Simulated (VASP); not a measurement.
A run of VASP 6.6.1:

Contents of INCAR:

```
PREC     = Accurate       # precision mode
ENCUT    = 520            # plane-wave cutoff, eV
EDIFF    = 1E-7           # SCF threshold, eV
ISMEAR   = 0              # smearing method
SIGMA    = 0.05           # smearing width, eV
LREAL    = F              # projectors in reciprocal space
LASPH    = T              # aspherical terms in the spheres
NELM     = 100            # most SCF steps
ALGO     = Normal         # electronic algorithm
ISIF     = 2              # what is computed and relaxed
LWAVE    = F              # write WAVECAR
LCHARG   = F              # write CHGCAR
GGA      = PS             # functional
IVDW     = 12             # dispersion correction
NBANDS   = 35             # bands
```

Contents of KPOINTS:

```
Automatic mesh
0
Gamma
  12 12 4
```

File POSCAR:

```
SnO2
1.0
    3.0984934447      0.0000000000      0.0000000000
   -1.5492467224      2.6833740366      0.0000000000
    0.0000000000      0.0000000000      9.8605907128
Sn O
2 4
Direct
   -0.0649382444      0.0000000000      0.5000000000
    0.0649382444      0.0000000000      0.0000000000
    0.6008064337      0.3333333333      0.4003665319
    0.7325268996      0.3333333333      0.0996334681
    0.2674731004      0.6666666667      0.5996334681
    0.3991935663      0.6666666667      0.9003665319
```

Potentials or basis: VASP PAW PBE potentials, release 64 (Sn_d, O).

Run with:

```console
$ cat potpaw_PBE.64/Sn_d/POTCAR potpaw_PBE.64/O/POTCAR > POTCAR
$ mpirun -np 1 vasp_std > vasp.out
```

Hardware: 1 thread of Intel Xeon 6975P-C, with other jobs on the host.

Question: How long does it take, and how much memory?

Answer: It took 6.5 min on 1 thread of Intel Xeon 6975P-C, with other jobs on the host, peak memory 0.42 GiB. Counts: scf iterations 16, k points 129.
